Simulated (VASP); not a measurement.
Here is a VASP 6.6.1 calculation.

INCAR

```
SYSTEM = CoSi2
PREC = Accurate ; ENCUT = 520
EDIFF = 1E-6 ; ISMEAR = -1
SIGMA = 0.3 ; LREAL = .FALSE.
LASPH = .TRUE. ; NELM = 150
ALGO = Normal ; ISIF = 2
LWAVE = .FALSE. ; LCHARG = .FALSE.
ISPIN = 2 ; MAGMOM = 0 0 0
LORBIT = 11 ; NUPDOWN = 0.0
LMAXMIX = 4 ; GGA = PS
IVDW = 12 ; NBANDS = 20
```

File KPOINTS:

```
regular mesh
0
G
  9 9 9
  0 0 0
```

POSCAR

```
CoSi2
1.0
    3.7872640000      0.0000000000      0.0000000000
    1.8936320000      3.2798668348      0.0000000000
    1.8936320000      1.0932889449      3.0922881071
Co Si
1 2
Direct
    0.0000000000      0.0000000000      0.0000000000
    0.2500000000      0.2500000000      0.2500000000
    0.7500000000      0.7500000000      0.7500000000
```

Potentials or basis: VASP PAW PBE potentials, release 64 (Co, Si).

Launch:

```console
$ cat potpaw_PBE.64/Co/POTCAR potpaw_PBE.64/Si/POTCAR > POTCAR
$ mpirun -np 1 vasp_std > vasp.out
```

Task: Predict the dispersion energy per atom.

Result: -0.387 eV.

Task: What does it give for the pressure?

Result: -8.3 GPa.

Caveat: three body term missing; the cell stands under tension; the PAW data sets were made with another functional, which shifts forces and pressure a little; the total moment is fixed, so each spin has its own Fermi level.
